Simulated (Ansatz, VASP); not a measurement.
**One calculation of PbS, two programs**

File INCAR:

```
SYSTEM = PbS
  PREC = Accurate
  ENCUT = 520
  EDIFF = 1E-8
  ISMEAR = -1
  SIGMA = 0.01
  LREAL = .FALSE.
  LASPH = .TRUE.
  NELM = 60
  ALGO = Normal
  ISIF = 2
  LWAVE = .FALSE.
  LCHARG = .FALSE.
  GGA = PE
  LEFG = .TRUE.
  NBANDS = 28
```

The input KPOINTS:

```
regular mesh
0
G
  7 7 3
  0 0 0
```

The input POSCAR:

```
PbS
1.0
    2.8522850000     -2.8130000000      0.0000000000
    2.8522850000      2.8130000000      0.0000000000
   -1.0476485000      0.0000000000     11.7092900000
Pb S
2 2
Direct
    0.7756000000      0.7756000000      0.6363800000
    0.2244000000      0.2244000000      0.3636200000
    0.2684000000      0.2684000000      0.5986000000
    0.7316000000      0.7316000000      0.4014000000
```

Input for Ansatz:

```yaml
crystal:
  lattice:
    - [2.852285, -2.813, 0.0]
    - [2.852285, 2.813, 0.0]
    - [-1.0476485, 0.0, 11.70929]
  atoms:
    - { symbol: Pb, position: [0.7756, 0.7756, 0.63638] }
    - { symbol: Pb, position: [0.2244, 0.2244, 0.36362] }
    - { symbol: S, position: [0.2684, 0.2684, 0.5986] }
    - { symbol: S, position: [0.7316, 0.7316, 0.4014] }
kpoints:
  mp_grid: { grid: [7, 7, 3] }
scf:
  occupations: { method: fermi_dirac, width: 0.01 }
hamiltonian:
  xc: pbe
  pseudopotentials: { kind: all_electron, datasets: crystal }
output:
  forces: true
  stress: true
  eigenvalues: true
  efg: { contact_densities: true }
```

Change from the starting cell: equal xx and yy strain of -3 %, crystal datasets.

Alike in both runs: task electric field gradients; functional PBE; k mesh 7 × 7 × 3; occupations fermi-dirac, width 0.01 eV; no spin polarisation.

|  | VASP | Ansatz |
| --- | --- | --- |
| version | VASP 6.6.1 | Ansatz 0.2.0 |
| potentials or method | VASP PAW PBE potentials, release 64 (Pb_d, S), cutoff 520 eV | all-electron PAW with datasets made for the slab, scalar-relativistic |

```tsv
	VASP	Ansatz	Ansatz less VASP
gap on the k mesh at the Fermi level (eV)	0.95	0.96	+0.004
rms of the force components (eV/Å)	0.056	0.056	+0.0001
size of Vzz on the site where it differs most (V/Å²)	54.0	50.1	-3.82
```

Atom by atom the forces differ by 0.002 eV/Å (rms over components). Ansatz ran all-electron here, and VASP with PAW potentials.

Spin-orbit coupling is off throughout.
